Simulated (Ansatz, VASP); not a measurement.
## Re in VASP and in Ansatz

Contents of INCAR:

```
PREC = Accurate
ENCUT = 560
EDIFF = 1E-6
ISMEAR = -1
SIGMA = 0.1
LREAL = F
LASPH = T
NELM = 120
ALGO = Normal
ISIF = 2
LWAVE = F
LCHARG = F
GGA = PE
NBANDS = 22
GGA_COMPAT = F
```

Contents of KPOINTS:

```
regular mesh
0
Gamma
  16 16 16
```

POSCAR

```
Re
1.0
    0.0000000000      2.8994027923      2.8994027923
    2.8994027923      0.0000000000      2.8994027923
    2.8994027923      2.8994027923      0.0000000000
Re
2
Direct
    0.1250000000      0.1250000000      0.1250000000
    0.8750000000      0.8750000000      0.8750000000
```

Input for Ansatz:

```yaml
crystal:
  lattice:
    - [0.0, 2.8994027923, 2.8994027923]
    - [2.8994027923, 0.0, 2.8994027923]
    - [2.8994027923, 2.8994027923, 0.0]
  atoms:
    - { symbol: Re, position: [0.125, 0.125, 0.125] }
    - { symbol: Re, position: [0.875, 0.875, 0.875] }
hamiltonian:
  xc: pbe
  pseudopotentials:
    kind: paw
    azcp:
      Re: "pseudopotentials/Re.paw.azcp"
basis:
  ecutwfc: 420
  fft_grid_basis: typed
kpoints:
  mp_grid: { grid: [16, 16, 16], shift: [0, 0, 0] }
magnetization:
  spin_polarized: false
scf:
  occupations: { method: fermi_dirac, width: 0.1 }
output:
  stress: true
```

Alike in both runs: task single point; functional PBE; k mesh 16 × 16 × 16; occupations fermi-dirac, width 0.1 eV; no spin polarisation.

|  | VASP | Ansatz |
| --- | --- | --- |
| version | VASP 6.6.1 | Ansatz 0.2.0 |
| potentials or method | VASP PAW PBE potentials, release 64 (Re_sv_GW), cutoff 560 eV | plane waves (420 eV) with PAW, scalar-relativistic |
| valence electrons in the cell | 30 | 30 |

Ansatz gave:

| Item | Value |
| --- | --- |
| pressure (GPa) | -11.6 |

**Question.** What did VASP give for the same quantities?

**Answer.** Pressure (GPa): -12.5.

With one functional, cell and mesh, what is left measures potentials, basis and numerics.

Spin-orbit coupling is off throughout.
